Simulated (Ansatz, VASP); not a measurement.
## Cd27Te26 in VASP and in Ansatz

```
Cd Te
1.0
     0.00000    9.61500    9.61500
     9.61500    0.00000    9.61500
     9.61500    9.61500    0.00000
Cd Te
27 26
Direct
  0.01972 0.01955 0.01960
  0.01920 0.01900 0.27609
  0.00139 0.00150 0.66539
  0.01945 0.27528 0.01938
  0.00332 0.33107 0.33101
  0.00337 0.33095 0.66799
  0.00145 0.66513 0.00172
  0.00335 0.66794 0.33100
  0.00135 0.66526 0.66536
  0.27296 0.02010 0.02019
  0.33111 0.00341 0.33082
  0.33103 0.00348 0.66802
  0.33105 0.33077 0.00358
  0.33344 0.33328 0.33332
  0.33110 0.33082 0.66805
  0.33099 0.66799 0.00357
  0.33114 0.66798 0.33085
  0.33548 0.66594 0.66605
  0.66483 0.00163 0.00179
  0.66805 0.00337 0.33094
  0.66491 0.00153 0.66546
  0.66805 0.33085 0.00350
  0.66804 0.33102 0.33098
  0.66583 0.33557 0.66606
  0.66485 0.66525 0.00176
  0.66584 0.66597 0.33565
  0.66583 0.66594 0.66606
  0.07976 0.07976 0.40971
  0.07970 0.07966 0.76458
  0.07978 0.40948 0.07980
  0.08268 0.41687 0.41692
  0.07971 0.40958 0.76438
  0.07969 0.76454 0.07975
  0.07981 0.76407 0.40972
  0.08378 0.74983 0.75003
  0.40913 0.07957 0.07963
  0.41697 0.08255 0.41692
  0.40920 0.07954 0.76507
  0.41698 0.41690 0.08260
  0.41697 0.41687 0.41695
  0.41540 0.41550 0.75130
  0.40915 0.76501 0.07963
  0.41541 0.75117 0.41561
  0.41539 0.75122 0.75130
  0.76469 0.07960 0.07971
  0.76423 0.07973 0.40972
  0.74969 0.08387 0.75005
  0.76445 0.40950 0.07972
  0.75113 0.41551 0.41561
  0.75116 0.41549 0.75126
  0.74973 0.74989 0.08396
  0.75114 0.75115 0.41560
  0.74967 0.74983 0.75003
```

Alike in both runs: task single point; functional PBE; k mesh 1 × 1 × 1; occupations gaussian, width 0.05 eV; collinear spin.

|  | VASP | Ansatz |
| --- | --- | --- |
| version | VASP 6.6.1 | Ansatz 0.2.0 |
| potentials or method | VASP PAW PBE potentials, release 64 (Cd, Te), cutoff 400 eV | scalar-relativistic, plane waves, PAW |
| valence electrons in the cell | 480 | 956 |

VASP gave:

- gap on the k mesh at the Fermi level (eV): 1.16
- rms of the force components (eV/Å): 0.007
- net moment per atom (μB): 0.00

Task: What did Ansatz give for the same quantities?

Result: gap on the k mesh at the Fermi level (eV): 1.16; rms of the force components (eV/Å): 0.004; net moment per atom (μB): 0.00.

Atom by atom the forces differ by 0.004 eV/Å (rms over components). The functional is the same, so the differences come from potentials, cutoffs and numerics. VASP's potentials hold 480 valence electrons a cell and Ansatz's 956, so a difference there can come from the potentials and not from the codes. Ansatz's warnings: seeded moment not kept.

Spin-orbit coupling is off throughout.
